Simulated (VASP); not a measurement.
Mo, 1 atom in the cell. It takes space group Im-3m (No. 229, cubic). Conventional cell: a = 3.168 Å, b = 3.168 Å, c = 3.168 Å, α = 90.00°, β = 90.00°, γ = 90.00°. Within 3.6 Å of Mo (site symmetry m-3m) lie 14 Mo at 2.74 to 3.17 Å. 

| Property | Result |
| --- | --- |
| Program | VASP 6.6.1 |
| Task | elastic constants |
| Functional | PBEsol |
| Potentials or basis | VASP PAW PBE potentials, release 64 (Mo_sv) |
| Cutoff | 600 eV |
| k mesh | 9 × 9 × 9 |
| Occupations | fermi-dirac, width 0.05 eV |
| Spin | no spin polarisation |
| Dipole correction | no |
| Ions in elastic constants | relaxed |
| Further INCAR settings | ALGO = Fast; EDIFF = 1e-08; NBANDS = 13; IBRION = 6; POTIM = 0.015; NSW = 1; ISIF = 3 |

Potentials or basis: VASP PAW PBE potentials, release 64 (Mo_sv).

Launch:

```console
$ cat potpaw_PBE.64/Mo_sv/POTCAR > POTCAR
$ mpirun -np 1 vasp_std > vasp.out
```

Hardware: 1 thread of AMD EPYC 7R13 Processor (Zen 3) (shared host).

**Question.** Estimate the wall time of this run.

**Answer.** Run time: 6.1 min on 1 thread of AMD EPYC 7R13 Processor (Zen 3) (shared host), peak memory 0.19 GiB. Counts: scf iterations 186, k points 35.
